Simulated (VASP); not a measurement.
Runs of VASP 6.6.1 on Ir. The structure is that of space group Fm-3m (No. 225), or close to it. The cells are those of the table. 

```csv
task,spin,cell,k mesh,cutoff (eV),smearing,gap on the mesh (eV),pressure (GPa),moment (μB),relaxed volume (Å³/atom)
single point,off,"a = 2.749 Å, angles 60.0°, 1 atom",14 × 14 × 14,520,fermi-dirac 0.1 eV,none,0.3,-,-
single point,off,"a = 2.785 Å, angles 60.0°, 1 atom",23 × 23 × 23,520,fermi-dirac 0.1 eV,none,(c),-,-
single point,"collinear, ferromagnetic start","a = 2.749 Å, angles 60.0°, 1 atom",14 × 14 × 14,520,fermi-dirac 0.05 eV,none,0.3,0.00,-
relaxation of cell and atoms,off,"relaxed from a = 2.715 Å, angles 60.0°, 1 atom",14 × 14 × 14,600,fermi-dirac 0.1 eV,none,-0.1,-,14.71
relaxation of cell and atoms,"collinear, ferromagnetic start","relaxed from a = 2.715 Å, angles 60.0°, 1 atom",14 × 14 × 14,600,fermi-dirac 0.05 eV,none,-0.1,0.00,14.71
single point,off,"a = 2.749 Å, angles 60.0°, 1 atom",23 × 23 × 23,520,fermi-dirac 0.1 eV,none,(b),-,-
single point,off,"a = 2.821 Å, angles 60.0°, 1 atom",23 × 23 × 23,520,fermi-dirac 0.1 eV,none,-20.7,-,-
single point,off,"a = 2.855 Å, angles 60.0°, 1 atom",23 × 23 × 23,520,fermi-dirac 0.1 eV,none,-27.8,-,-
single point,"collinear, ferromagnetic start","a = 2.712 Å, angles 60.0°, 1 atom",23 × 23 × 23,520,fermi-dirac 0.05 eV,none,15.2,0.00,-
single point,"collinear, ferromagnetic start","a = 2.785 Å, angles 60.0°, 1 atom",23 × 23 × 23,520,fermi-dirac 0.05 eV,none,(a),0.00,-
single point,"collinear, ferromagnetic start","a = 2.749 Å, angles 60.0°, 1 atom",23 × 23 × 23,520,fermi-dirac 0.05 eV,none,0.0,0.00,-
single point,off,"a = 2.635 Å, angles 60.0°, 1 atom",23 × 23 × 23,520,fermi-dirac 0.1 eV,none,59.1,-,-
```

Alike in all rows: level RPBE; potentials or basis VASP PAW PBE potentials, release 64 (Ir).

Q: Estimate the missing entries.

A: (a) -11.8; (b) 0.1; (c) -11.6.

Caveats: the PAW data sets were made with another functional, which shifts forces and pressure a little; spin-orbit coupling is left out, which moves the levels of the heavy elements.

A k mesh can miss the band edges, and the runs leave out spin-orbit coupling on Ir.

A gap of «none» marks levels without a gap at the run's occupations.
